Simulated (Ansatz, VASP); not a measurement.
**Two plane-wave programs on BaZrO3**

```xyz
5
Lattice="4.1913 0.0000 0.0000 0.0000 4.1913 0.0000 0.0000 0.0000 4.1913" Properties=species:S:1:pos:R:3 pbc="T T T"
Ba    0.0000    0.0000    0.0000
Zr    2.0957    2.0957    2.0957
O     0.0000    2.0957    2.0957
O     2.0957    0.0000    2.0957
O     2.0957    2.0957    0.0000
```

Alike in both runs: task relaxation of cell and atoms; functional r2SCAN; k mesh 6 × 6 × 6; occupations fermi-dirac, width 0.02 eV; no spin polarisation.

|  | VASP | Ansatz |
| --- | --- | --- |
| version | VASP 6.6.1 | Ansatz 0.2.0 |
| potentials or method | VASP PAW PBE potentials, release 64 (Ba_sv, Zr_sv, O), cutoff 600 eV | PAW plane waves |
| valence electrons in the cell | 40 | 40 |

VASP gave:

| Item | Value |
| --- | --- |
| gap on the k mesh at the Fermi level, each at its own relaxed structure (eV) | 3.67 |
| relaxed volume (Å³/atom) | 14.95 |
| relaxed cell length with the largest relative difference (Å) | 4.213 |

Q: What did Ansatz give for the same quantities?

A: gap on the k mesh at the Fermi level, each at its own relaxed structure (eV): 3.74; relaxed volume (Å³/atom): 14.87; relaxed cell length with the largest relative difference (Å): 4.205.

VASP's potentials were made for PBE, not for r2SCAN.

Neither program's run includes spin-orbit coupling.
